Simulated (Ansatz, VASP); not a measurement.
Two plane-wave programs on SiC

```xyz
8
Lattice="4.3797 0.0000 0.0000 0.0000 -4.3797 0.0000 0.0000 0.0000 -4.3797" Properties=species:S:1:pos:R:3 pbc="T T T"
Si    0.0000    0.0000    0.0000
Si    2.1899   -2.1899    0.0000
Si    2.1899    0.0000   -2.1899
Si    0.0000   -2.1899   -2.1899
C     3.2848   -3.2848   -3.3248
C     1.0949   -1.0949   -3.2848
C     1.0949   -3.2848   -1.0949
C     3.2848   -1.0949   -1.0949
```

Alike in both runs: task single point; functional PBE; k mesh 6 × 6 × 6; occupations gaussian, width 0.05 eV; no spin polarisation.

|  | VASP | Ansatz |
| --- | --- | --- |
| version | VASP 6.6.1 | Ansatz 0.2.0 |
| potentials or method | VASP PAW PBE potentials, release 64 (Si, C), cutoff 520 eV | scalar-relativistic, plane waves, PAW |
| valence electrons in the cell | 32 | 32 |

```csv
,VASP,Ansatz,Ansatz less VASP
gap on the k mesh at the Fermi level (eV),1.32,1.32,+0.002
least direct gap on the mesh (eV),1.32,1.32,+0.002
pressure (GPa),0.0,0.1,+0.05
"traceless stress, the component that is largest in VASP (GPa)",-0.58,-0.58,-0.001
rms of the force components (eV/Å),0.209,0.209,+0.0001
```

Atom by atom the forces differ by 0.000 eV/Å (rms over components).
